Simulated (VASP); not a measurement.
## Ga: relaxation of cell and atoms with PBE

Crystal: Ga.

```xyz
2
Lattice="0.0000 2.6950 2.6950 2.6950 0.0000 2.6950 2.6950 2.6950 0.0000" Properties=species:S:1:pos:R:3 pbc="T T T"
Ga    5.3900    5.3900    5.3900
Ga    1.3475    1.3475    1.3475
```

This isn't the form of Ga at room conditions, which is orthorhombic.

| Item | Value |
| --- | --- |
| Program | VASP 6.6.1 |
| Task | relaxation of cell and atoms |
| Functional | PBE |
| Potentials or basis | VASP PAW PBE potentials, release 64 (Ga_d) |
| Cutoff | 500 eV |
| k mesh | 8 × 8 × 8 |
| Occupations | methfessel-paxton, width 0.05 eV |
| Spin | no spin polarisation |
| Target pressure | 40 GPa |
| Dipole correction | no |
| Further INCAR settings | ALGO = Normal; EDIFF = 1e-07; IBRION = 2; EDIFFG = -0.02; NSW = 60; ISIF = 3 |

```yaml
Relaxed_volume: 16.80 Å³/atom
Relaxed_cell: a = 3.622 Å, b = 3.622 Å, c = 3.622 Å, α = 60.00°, β = 60.00°, γ = 60.00°
Space_group_after_relaxing_to_0.1_Å: Fd-3m (No. 227)
Energy_change_on_relaxing_the_run_minimises_the_enthalpy: +481.0 meV/atom
Ionic_steps: 5
Pressure_after_relaxing: 40.1 GPa
Band_gap_on_the_k_mesh: zero (bands 13 and 14 overlap by 6.69 eV)
```

Step by step:
| step | energy change (eV) | largest force (eV/Å) | pressure (GPa) | volume (Å³) |
| --- | --- | --- | --- | --- |
| 1 | 0.0000 | 0.0000 | 18.04 | 39.15 |
| 2 | 4.4593 | 0.0000 | 119.16 | 25.83 |
| 3 | 0.8644 | 0.0000 | 37.92 | 33.99 |
| 4 | 0.9363 | 0.0000 | 39.52 | 33.70 |
| 5 | 0.9620 | 0.0000 | 40.10 | 33.59 |

Final structure:
```
CELL_PARAMETERS angstrom
0.00000 2.56100 2.56100
2.56100 0.00000 2.56100
2.56100 2.56100 0.00000
ATOMIC_POSITIONS crystal
Ga 0.00000 0.00000 0.00000
Ga 0.25000 0.25000 0.25000
```

Levels at points of the mesh, in eV from the Fermi level:
```tsv
k point	band 9	band 10	band 11	band 12	band 13	band 14	band 15	band 16	band 17
(0.00, 0.00, 0.00)	-14.61	-14.61	-12.02	4.04	4.04	4.04	5.96	5.96	5.96
(0.50, 0.00, 0.00)	-14.60	-14.60	-8.51	-6.30	1.75	1.75	5.52	6.86	6.86
(0.50, 0.50, 0.00)	-14.55	-14.55	-6.43	-6.43	-1.06	-1.06	3.20	3.20	16.29
```

Run time: 2.1 min on 1 thread of Intel(R) Xeon(R) Platinum 8175M CPU @ 2.50GHz (Skylake/Cascade Lake), on a shared host, peak memory 0.16 GiB.

Caveat: the cell is relaxed towards a set pressure, so the run minimises the enthalpy, not the energy.
